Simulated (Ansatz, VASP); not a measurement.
# Mg2CdS3 in VASP and in Ansatz

```
CELL_PARAMETERS angstrom
3.76909 0.00000 0.00000
-1.88454 3.26413 0.00000
0.00000 0.00000 9.22677
ATOMIC_POSITIONS crystal
Mg 0.33333 0.66667 0.66188
Mg 0.66667 0.33333 0.33812
Cd 0.00000 0.00000 0.00000
S 0.00000 0.00000 0.50000
S 0.33333 0.66667 0.17839
S 0.66667 0.33333 0.82161
```

Alike in both runs: functional PBE; k mesh 6 × 6 × 2; occupations gaussian, width 0.1 eV; no spin polarisation.

Ansatz relaxed the structure, and its values are those at the end. VASP's run is a single point on that final structure, the one shown.

```csv
,VASP,Ansatz
version,VASP 6.6.1,Ansatz 0.2.0
potentials or method,"VASP PAW PBE potentials, release 64 (Mg, Cd, S), cutoff 520 eV","scalar-relativistic, plane waves, PAW"
valence electrons in the cell,34,58
```

Ansatz gave:

| Item | Value |
| --- | --- |
| gap on the k mesh at the Fermi level (eV) | 1.69 |
| least direct gap on the mesh (eV) | 2.30 |
| pressure (GPa) | -0.2 |
| rms of the force components (eV/Å) | 0.011 |

Task: What did VASP give for the same quantities?

Result: gap on the k mesh at the Fermi level (eV): 1.68; least direct gap on the mesh (eV): 2.29; pressure (GPa): -0.2; rms of the force components (eV/Å): 0.006.

The functional is the same, so the differences come from potentials, cutoffs and numerics. VASP's potentials hold 34 valence electrons a cell and Ansatz's 58, so a difference there can come from the potentials and not from the codes.
